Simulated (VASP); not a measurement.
# SrTiO3 (P4mm) in VASP: a series of runs

The runs below take SrTiO3 through single point, with PBE.

All numbers are computed with VASP 6.6.1; they aren't measurements. Logs are shortened: lines on timing, memory, paths and dates and some standing lists are left out, and cuts for length are marked.

## Step 1: The cell of the first run

The structure is tetragonal, space group P4mm (No. 99). The conventional cell has a = 3.936 Å, b = 3.936 Å, c = 3.936 Å, α = 90.00°, β = 90.00°, γ = 90.00°. Sr (site symmetry 4mm) has 12 O at 2.60 to 2.98 Å and 8 Ti at 3.33 to 3.49 Å within 3.5 Å. Within 2.1 Å of Ti (site symmetry 4mm) lie 5 O at 1.54 to 2.01 Å. O (site symmetry 2mm) has 2 Ti at 2.01 Å and 4 Sr at 2.60 to 2.98 Å and 8 O at 2.76 to 2.81 Å within 3.0 Å. Within 2.0 Å of O (site symmetry 4mm) lie 1 Ti at 1.54 Å.

## Step 2: Single point, PBE (atoms displaced along a vibrational mode)

The input, INCAR:

```
SYSTEM = SrTiO3
PREC = Accurate ; ENCUT = 520
EDIFF = 1E-7 ; ISMEAR = 0
SIGMA = 0.05 ; LREAL = .False.
LASPH = .True. ; NELM = 60
ALGO = Normal ; ISIF = 2
LWAVE = .False. ; LCHARG = .False.
GGA = PE ; NBANDS = 51
```

The input, KPOINTS:

```
regular mesh
0
Gamma
  6 6 6
  0 0 0
```

The input, POSCAR:

```
SrTiO3
1.0
   -3.9364035682      0.0000000000     -3.9364035682
    0.0000000000     -3.9364035682     -3.9364035682
   -3.9364035682     -3.9364035682      0.0000000000
Sr Ti O
2 2 6
Direct
   -0.0046883245     -0.0046883245      0.0046883245
    0.4953116755      0.4953116755      0.5046883245
    0.2282061998      0.2282061998      0.2717938002
    0.7282061998      0.7282061998      0.7717938002
    0.0289276438      0.5289276438     -0.0289276438
    0.5289276438      0.0289276438      0.4710723562
    0.0289276438      0.5289276438      0.4710723562
    0.5289276438      0.0289276438     -0.0289276438
    0.0330250691      0.0330250691      0.4669749309
    0.5330250691      0.5330250691     -0.0330250691
```

Potentials or basis: VASP PAW PBE potentials, release 64 (Sr_sv, Ti_sv, O).

Launch:

```
cat potpaw_PBE.64/Sr_sv/POTCAR potpaw_PBE.64/Ti_sv/POTCAR potpaw_PBE.64/O/POTCAR > POTCAR
mpirun -np 1 vasp_std > vasp.out
```

OUTCAR:

```text
SYSTEM = SrTiO3
   PREC = Accurate
   ENCUT = 520
   EDIFF = 1E-7
   ISMEAR = 0
   LREAL = .False.
   LASPH = .True.
   NELM = 60
   ISIF = 2
   GGA = PE

 ion  position               nearest neighbor table
   1  0.995  0.995  0.005-   5 2.60   6 2.60   7 2.60   8 2.60   9 2.80  10 2.80   9 2.80  10 2.80
                             8 2.98   7 2.98   6 2.98   5 2.98   4 3.33   4 3.33   3 3.33   3 3.33
   2  0.495  0.495  0.505-   5 2.60   6 2.60   7 2.60   8 2.60  10 2.80   9 2.80  10 2.80   9 2.80
                             7 2.98   8 2.98   5 2.98   6 2.98   3 3.33   3 3.33   4 3.33   4 3.33
   3  0.228  0.228  0.272-   9 1.54   6 2.01   7 2.01   8 2.01   5 2.01  10 2.40   1 3.33   1 3.33
                             2 3.33   2 3.33   2 3.49   1 3.49   1 3.49   2 3.49
   4  0.728  0.728  0.772-  10 1.54   6 2.01   7 2.01   8 2.01   5 2.01   9 2.40   2 3.33   2 3.33
                             1 3.33   1 3.33   1 3.49   2 3.49   2 3.49   1 3.49
   5  0.029  0.529  0.971-   3 2.01   4 2.01   1 2.60   2 2.60   1 2.98   2 2.98
   6  0.529  0.029  0.471-   3 2.01   4 2.01   1 2.60   2 2.60   2 2.98   1 2.98
   7  0.029  0.529  0.471-   3 2.01   4 2.01   1 2.60   2 2.60   1 2.98   2 2.98
   8  0.529  0.029  0.971-   3 2.01   4 2.01   1 2.60   2 2.60   2 2.98   1 2.98
   9  0.033  0.033  0.467-   3 1.54   4 2.40   1 2.80   1 2.80   2 2.80   2 2.80
  10  0.533  0.533  0.967-   4 1.54   3 2.40   2 2.80   2 2.80   1 2.80   1 2.80

  LATTYP: Found a face centered cubic cell.
 ALAT       =     7.8728071364

  Lattice vectors:

 A1 = (  -3.9364035682,   0.0000000000,  -3.9364035682)
 A2 = (   0.0000000000,  -3.9364035682,  -3.9364035682)
 A3 = (  -3.9364035682,  -3.9364035682,   0.0000000000)

Analysis of symmetry for initial positions (statically):
=====================================================================
 Subroutine PRICEL returns following result:

  LATTYP: Found a simple cubic cell.
 ALAT       =     3.9364035682

  Lattice vectors:

 A1 = (   0.0000000000,   3.9364035682,   0.0000000000)
 A2 = (   0.0000000000,   0.0000000000,  -3.9364035682)
 A3 = (  -3.9364035682,   0.0000000000,   0.0000000000)

   2 primitive cells build up your supercell.

 Routine SETGRP: Setting up the symmetry group for a
 face centered cubic supercell.

 Subroutine GETGRP returns: Found  8 space group operations
 (whereof  8 operations were pure point group operations)
 out of a pool of 48 trial point group operations.

The static configuration has the point symmetry C_4v.

Analysis of symmetry for dynamics (positions and initial velocities):
=====================================================================
 Subroutine PRICEL returns following result:

  LATTYP: Found a simple cubic cell.
 ALAT       =     3.9364035682

  Lattice vectors:

 A1 = (   0.0000000000,   3.9364035682,   0.0000000000)
 A2 = (   0.0000000000,   0.0000000000,  -3.9364035682)
 A3 = (  -3.9364035682,   0.0000000000,   0.0000000000)

   2 primitive cells build up your supercell.

 Routine SETGRP: Setting up the symmetry group for a
 face centered cubic supercell.

 Subroutine GETGRP returns: Found  8 space group operations
 (whereof  8 operations were pure point group operations)
 out of a pool of 48 trial point group operations.

The dynamic configuration has the point symmetry C_4v.

 Subroutine INISYM returns: Found  8 space group operations
 (whereof  8 operations are pure point group operations),
 and found     2 'primitive' translations

----------------------------------------------------------------------------------------

                                     Primitive cell

  volume of cell :      60.9956

  direct lattice vectors                    reciprocal lattice vectors
     0.000000000  3.936403568  0.000000000     0.000000000  0.254038993  0.000000000
     0.000000000  0.000000000 -3.936403568     0.000000000  0.000000000 -0.254038993
    -3.936403568  0.000000000  0.000000000    -0.254038993  0.000000000  0.000000000

  length of vectors
     3.936403568  3.936403568  3.936403568     0.254038993  0.254038993  0.254038993

  position of ions in fractional coordinates (direct lattice)
     1.000000000  0.990623351  0.000000000
     0.500000000  0.456412400  0.500000000
     0.500000000  0.557855288  0.000000000
     1.000000000  0.557855288  0.500000000
     0.500000000  0.066050138  0.500000000

  ion indices of the primitive-cell ions
   primitive index   ion index
                 1           1
                 2           3
                 3           5
                 4           8
                 5           9

----------------------------------------------------------------------------------------

 KPOINTS: regular mesh

Automatic generation of k-mesh.
 Grid dimensions read from file:
 generate k-points for:    6    6    6

 Generating k-lattice:

  Cartesian coordinates                     Fractional coordinates (reciprocal lattice)
    -0.021169916  0.021169916 -0.021169916     0.166666667  0.000000000  0.000000000
     0.021169916 -0.021169916 -0.021169916     0.000000000  0.166666667  0.000000000
    -0.021169916 -0.021169916  0.021169916     0.000000000  0.000000000  0.166666667

  Length of vectors
     0.036667370  0.036667370  0.036667370

  Shift w.r.t. Gamma in fractional coordinates (k-lattice)
     0.000000000  0.000000000  0.000000000

 Subroutine IBZKPT returns following result:
 ===========================================

 Found     30 irreducible k-points:

 Following reciprocal coordinates:
            Coordinates               Weight
  0.000000  0.000000  0.000000      1.000000
  0.166667  0.000000  0.000000      8.000000
  0.333333  0.000000  0.000000      8.000000
  0.500000  0.000000  0.000000      4.000000
  0.166667  0.166667  0.000000      2.000000
  0.000000  0.166667  0.166667      4.000000
[... 16 lines left out ...]
  0.500000  0.333333  0.166667      8.000000
  0.166667  0.500000  0.333333      8.000000
 [... further k-points ...]
   k-points           NKPTS =     30   k-points in BZ     NKDIM =     30   number of bands    NBANDS=     51
   number of dos      NEDOS =    301   number of ions     NIONS =     10
   total plane-waves  NPLWV =  74088
   dimension x,y,z NGX =    42 NGY =   42 NGZ =   42
   dimension x,y,z NGXF=    84 NGYF=   84 NGZF=   84
   ions per type =               2   2   6
   NGX,Y,Z   is equivalent  to a cutoff of  12.54, 12.54, 12.54 a.u.
   NGXF,Y,Z  is equivalent  to a cutoff of  25.09, 25.09, 25.09 a.u.
 SYSTEM =  SrTiO3
   PREC   = accura    normal or accurate (medium, high low for compatibility)
   ISTART =      0    job   : 0-new  1-cont  2-samecut
   ICHARG =      2    charge: 1-file 2-atom 10-const
   ISPIN  =      1    spin polarized calculation?
   LNONCOLLINEAR =      F non collinear calculations
   LSORBIT =      F    spin-orbit coupling
   LASPH  =      T    aspherical Exc in radial PAW
   ENCUT  =  520.0 eV  38.22 Ry    6.18 a.u.  10.35 10.35 10.35*2*pi/ulx,y,z
   NELM   =     60;   NELMIN=  2; NELMDL= -5     # of ELM steps
   EDIFF  = 0.1E-06   stopping-criterion for ELM
   LREAL  =      F    real-space projection
   EDIFFG = 0.1E-05   stopping-criterion for IOM
   NSW    =      0    number of steps for IOM
   IBRION =     -1    ionic relax: 0-MD 1-quasi-New 2-CG
   NFREE  =      0    steps in history (QN), initial steepest desc. (CG)
   ISIF   =      2    stress and relaxation
   ISYM   =      2    0-nonsym 1-usesym 2-fastsym
   POTIM  = 0.5000    time-step for ionic-motion
   TEBEG  =    0.0;   TEEND  =   0.0 temperature during run
   PSTRESS=    0.0 pullay stress
   NELECT =      80.0000    total number of electrons
   NUPDOWN=      -1.0000    fix difference up-down
   EMIN   =  10.00;   EMAX   =-10.00  energy-range for DOS
   EFERMI =   0.00;   METHOD = LEGACY
   ISMEAR =     0;   SIGMA  =   0.05  broadening in eV -4-tet -1-fermi 0-gaus
   EFERMI_NEDOS =   21; number of points for ismear=-14 and -15
   IALGO  =     38    algorithm
   IMIX   =      4    mixing-type and parameters
     AMIX     =   0.40;   BMIX     =  1.00
     AMIX_MAG =   1.60;   BMIX_MAG =  1.00
  volume/ion in A,a.u.               =      12.20        82.32
  Fermi-wavevector in a.u.,A,eV,Ry     =   1.422313  2.687782 27.524240  2.022975
  Thomas-Fermi vector in A             =   2.543030
   LORBIT       =      0    0 simple, 1 ext, 2 COOP (PROOUT), +10 PAW based schemes
   GGA     = PE    functional components
   LHFCALC =     F    Hartree Fock is set to
   AEXX    =    0.0000 exact exchange contribution
   IVDW    =     0    specifies the selected vdW correction
   LEPSILON=     F    determine dielectric tensor
   LRPA    =     F    only Hartree local field effects (RPA)
 non-spin polarized calculation
 Gauss-broadening in eV      SIGMA  =   0.05
  energy-cutoff  :      520.00
  volume of cell :      121.99
 maximum number of plane-waves:      3306
 NGX is ok and might be reduce to    42
   NGX = 21   NGY = 21   NGZ = 21

 number of electron      79.9999994 magnetization

 Free energy of the ion-electron system (eV)
  ---------------------------------------------------
  ext. energy  EPLUGINS =         0.00000000
  ---------------------------------------------------
  free energy    TOTEN  =       -77.79333980 eV

  energy without entropy =      -77.79333980  energy(sigma->0) =      -77.79333980

 E-fermi :   4.5218     XC(G=0): -11.0811

 val. band max:        4.2369925558   @ k =   0.0000   0.0000   0.0000
 cond. band min:       6.4130858409   @ k =   0.0000   0.0000   0.0000
 fundamental gap:      2.1760932851
 Fermi energy:         4.5217822101

 k-point     1 :       0.0000    0.0000    0.0000
  band No.  band energies     occupation
      1     -51.8346      2.00000
      2     -51.8304      2.00000
      3     -28.9805      2.00000
      4     -28.9718      2.00000
      5     -28.8924      2.00000
      6     -28.8861      2.00000
[... 43 lines left out ...]
     50       9.6098      0.00000
     51      10.1536      0.00000

 k-point     2 :       0.1667    0.0000    0.0000
  band No.  band energies     occupation
      1     -51.8343      2.00000
      2     -51.8307      2.00000
      3     -28.9788      2.00000
      4     -28.9775      2.00000
      5     -28.8889      2.00000
      6     -28.8866      2.00000
[... 43 lines left out ...]
     50       9.9341      0.00000
     51      10.2418      0.00000

 k-point     3 :       0.3333    0.0000    0.0000
  band No.  band energies     occupation
      1     -51.8335      2.00000
      2     -51.8314      2.00000
      3     -28.9861      2.00000
      4     -28.9761      2.00000
      5     -28.8907      2.00000
      6     -28.8812      2.00000
[... 43 lines left out ...]
     50      10.6181      0.00000
     51      10.6537      0.00000
[... 1027 lines left out ...]
 k-point    23 :       0.5000    0.3333    0.1667
  band No.  band energies     occupation
      1     -51.8331      2.00000
      2     -51.8318      2.00000
      3     -29.0425      2.00000
      4     -28.9337      2.00000
      5     -28.9051      2.00000
      6     -28.8498      2.00000
[... 43 lines left out ...]
     50      11.0163      0.00000
     51      11.3698      0.00000

 k-point    24 :       0.1667    0.5000    0.3333
  band No.  band energies     occupation
      1     -51.8332      2.00000
      2     -51.8318      2.00000
      3     -28.9677      2.00000
      4     -28.9676      2.00000
      5     -28.9060      2.00000
      6     -28.8976      2.00000
[... 43 lines left out ...]
     50      10.8604      0.00000
     51      11.0603      0.00000

 [... further k-points ...]

------------------------ aborting loop because EDIFF is reached ----------------------------------------

  FORCE on cell =-STRESS in cart. coord.  units (eV):
  Direction    XX          YY          ZZ          XY          YZ          ZX
  --------------------------------------------------------------------------------------
  -------------------------------------------------------------------------------------
  Total        1.9760168      1.9760168     34.8446787      0.0000000      0.0000000      0.0000000
  in kB       25.9520915     25.9520915    457.6339133      0.0000000      0.0000000      0.0000000
  external PRESSURE =     169.8460321 kB  Pullay stress =       0.0000000 kB

 VOLUME and BASIS-vectors are now :
 -----------------------------------------------------------------------------
  energy-cutoff  :      520.00
  volume of cell :      121.99
      direct lattice vectors                 reciprocal lattice vectors
    -3.936403568  0.000000000 -3.936403568    -0.127019497  0.127019497 -0.127019497
     0.000000000 -3.936403568 -3.936403568     0.127019497 -0.127019497 -0.127019497
    -3.936403568 -3.936403568  0.000000000    -0.127019497 -0.127019497  0.127019497

 POSITION                                       TOTAL-FORCE (eV/Angst)
 -----------------------------------------------------------------------------------
     -3.93640     -3.93640     -7.83590         0.000000      0.000000      0.434603
     -3.93640     -3.93640     -3.89949         0.000000      0.000000      0.434603
     -1.96820     -1.96820     -1.79662         0.000000      0.000000    -11.599599
     -5.90461     -5.90461     -5.73303         0.000000      0.000000    -11.599599
     -3.93640     -5.90461     -2.19594         0.000000      0.000000      0.520099
     -3.93640     -1.96820     -2.19594         0.000000      0.000000      0.520099
     -1.96820     -3.93640     -2.19594         0.000000      0.000000      0.520099
     -5.90461     -3.93640     -2.19594         0.000000      0.000000      0.520099
     -1.96820     -1.96820     -0.26000         0.000000      0.000000     10.124798
     -5.90461     -5.90461     -4.19640         0.000000      0.000000     10.124798
 -----------------------------------------------------------------------------------
    total drift:                                0.000004      0.000004      0.000286

  FREE ENERGIE OF THE ION-ELECTRON SYSTEM (eV)
  ---------------------------------------------------
  free  energy   TOTEN  =       -77.7933397976 eV

  energy  without entropy=      -77.7933397976  energy(sigma->0) =      -77.79333980
```

Wall time 5.7 min (1 thread of Intel Xeon Platinum 8488C (Sapphire Rapids), shared host); peak memory 0.34 GiB.

What came out:

```
Free energy            : -77.7933 eV
Pressure               : 17.0 GPa
Largest force          : 11.600 eV/Å
Band gap on the k mesh : 2.18 eV
```

Forces in eV/Å, atoms in the order of the input:
```
Sr    0.000   0.000   0.435
Sr    0.000   0.000   0.435
Ti    0.000   0.000 -11.600
Ti    0.000   0.000 -11.600
O     0.000   0.000   0.520
O     0.000   0.000   0.520
O     0.000   0.000   0.520
O     0.000   0.000   0.520
O     0.000   0.000  10.125
O     0.000   0.000  10.125
```

Caveat: the cell differs from its parent crystal (atoms displaced along a vibrational mode); the stress differs along the axes, from 3 to 46 GPa; forces of over 1 eV/Å act on the atoms, so gaps and moduli don't describe the material at rest.

(Continued in part 2 of 2.)
